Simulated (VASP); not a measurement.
**P: single point with PBEsol**

Crystal: P.

```xyz
1
Lattice="0.0000 1.6793 1.6793 1.6793 0.0000 1.6793 1.6793 1.6793 0.0000" Properties=species:S:1:pos:R:3 pbc="T T T"
P     0.0000    0.0000    0.0000
```

This cell differs from its parent crystal: volume scaled by 0.68.

- Program: VASP 6.6.1
- Task: single point
- Functional: PBEsol
- Potentials or basis: VASP PAW PBE potentials, release 64 (P)
- Cutoff: 520 eV
- k mesh: 17 × 17 × 17
- Occupations: fermi-dirac, width 0.1 eV
- Spin: no spin polarisation

- Pressure: 85.6 GPa

Levels at points of the mesh, in eV from the Fermi level:
```tsv
k point	band 1	band 2	band 3	band 4	band 5	band 6
(0.00, 0.00, 0.00)	-21.72	11.64	11.64	11.64	12.37	12.37
```

It took 13 s on 1 thread of AMD EPYC 7R13 (shared host), peak memory 0.09 GiB.

Caveat: the PAW data sets were made with another functional, which shifts forces and pressure a little.
